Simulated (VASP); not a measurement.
A run of VASP 6.6.1 is set up as follows.

INCAR

```
SYSTEM = ScGa3N2
PREC     = Accurate       ! precision mode
ENCUT    = 520            ! plane-wave cutoff, eV
EDIFF    = 1E-7           ! SCF threshold, eV
ISMEAR   = 0              ! smearing method
SIGMA    = 0.1            ! smearing width, eV
LREAL    = .FALSE.        ! projectors in reciprocal space
LASPH    = .TRUE.         ! aspherical terms in the spheres
NELM     = 60             ! most SCF steps
ALGO     = Normal         ! electronic algorithm
ISIF     = 2              ! what is computed and relaxed
LWAVE    = .FALSE.        ! write WAVECAR
LCHARG   = .TRUE.         ! write CHGCAR
GGA      = PE             ! functional
LELF     = .TRUE.         ! ELF
LVHAR    = .TRUE.       
NBANDS   = 39             ! bands
```

File KPOINTS:

```
regular mesh
0
G
  6 6 4
  0 0 0
```

The input POSCAR:

```
ScGa3N2
1.0
    3.4121117900      0.0000000000      0.0000000000
    0.0000000000      3.4121117900      0.0000000000
    0.0000000000      0.0000000000      7.4138491000
Sc Ga N
1 3 2
Direct
    0.0000000000      0.0000000000      0.0000000000
    0.5000000000      0.0000000000      0.6250519800
    0.0000000000      0.5000000000      0.3749480200
    0.5000000000      0.5000000000      0.0000000000
    0.5000000000      0.0000000000      0.2626059900
    0.0000000000      0.5000000000      0.7373940100
```

Potentials or basis: VASP PAW PBE potentials, release 64 (Sc_sv, Ga_d, N).

Command:

```console
$ cat potpaw_PBE.64/Sc_sv/POTCAR potpaw_PBE.64/Ga_d/POTCAR potpaw_PBE.64/N/POTCAR > POTCAR
$ mpirun -np 1 vasp_std > vasp.out
```

(1) Predict the band gap on the k mesh.

(2) Predict the largest force.

(3) Estimate the pressure.

Results:

(1) zero (bands 30 and 31 overlap by 1.04 eV).

(2) 0.754 eV/Å.

(3) 2.0 GPa.
